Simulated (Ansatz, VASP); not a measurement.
## Pb: VASP beside Ansatz

INCAR

```
  PREC = Accurate
  ENCUT = 520
  EDIFF = 1E-7
  ISMEAR = 0
  SIGMA = 0.1
  LREAL = F
  LASPH = T
  NELM = 60
  ALGO = Fast
  ISIF = 2
  LWAVE = F
  LCHARG = T
  GGA = PS
  LELF = T
  LVHAR = T
  NBANDS = 21
```

The input KPOINTS:

```
regular mesh
0
Gamma
  10 10 10
```

File POSCAR:

```
Pb
1.0
    0.0000000000      3.4390000555      3.4390000555
    3.4390000555      0.0000000000      3.4390000555
    3.4390000555      3.4390000555      0.0000000000
Pb
2
Direct
    0.5218086650      0.4781913350      0.5218086650
    0.7500000000      0.7500000000      0.7500000000
```

Input for Ansatz:

```yaml
crystal:
  lattice:
    - [0.0, 3.4390000555, 3.4390000555]
    - [3.4390000555, 0.0, 3.4390000555]
    - [3.4390000555, 3.4390000555, 0.0]
  atoms:
    - { symbol: Pb, position: [0.521808665, 0.478191335, 0.521808665] }
    - { symbol: Pb, position: [0.75, 0.75, 0.75] }
basis:
  ecutwfc: 420
kpoints:
  mp_grid: { grid: [10, 10, 10] }
hamiltonian:
  xc: pbesol
scf:
  occupations: { method: gaussian, width: 0.1 }
output:
  forces: true
  stress: true
  eigenvalues: true
```

Change from the starting cell: one atom moved.

Alike in both runs: task single point; functional PBEsol; k mesh 10 × 10 × 10; occupations gaussian, width 0.1 eV; no spin polarisation.

```csv
,VASP,Ansatz
version,VASP 6.6.1,Ansatz 0.2.0
potentials or method,"VASP PAW PBE potentials, release 64 (Pb_d), cutoff 520 eV","scalar-relativistic, plane waves, PAW"
valence electrons in the cell,28,28
```

```csv
,VASP,Ansatz,Ansatz less VASP
gap on the k mesh at the Fermi level (eV),none,none,-
pressure (GPa),0.6,0.7,+0.07
"traceless stress, the component that is largest in VASP (GPa)",2.12,2.12,+0.003
rms of the force components (eV/Å),0.418,0.419,+0.0007
```

VASP's potentials were made for PBE, not for PBEsol. Atom by atom the forces differ by 0.001 eV/Å (rms over components). A gap of «none» marks a metal or a gap that the smearing closes.

Neither program's run includes spin-orbit coupling.
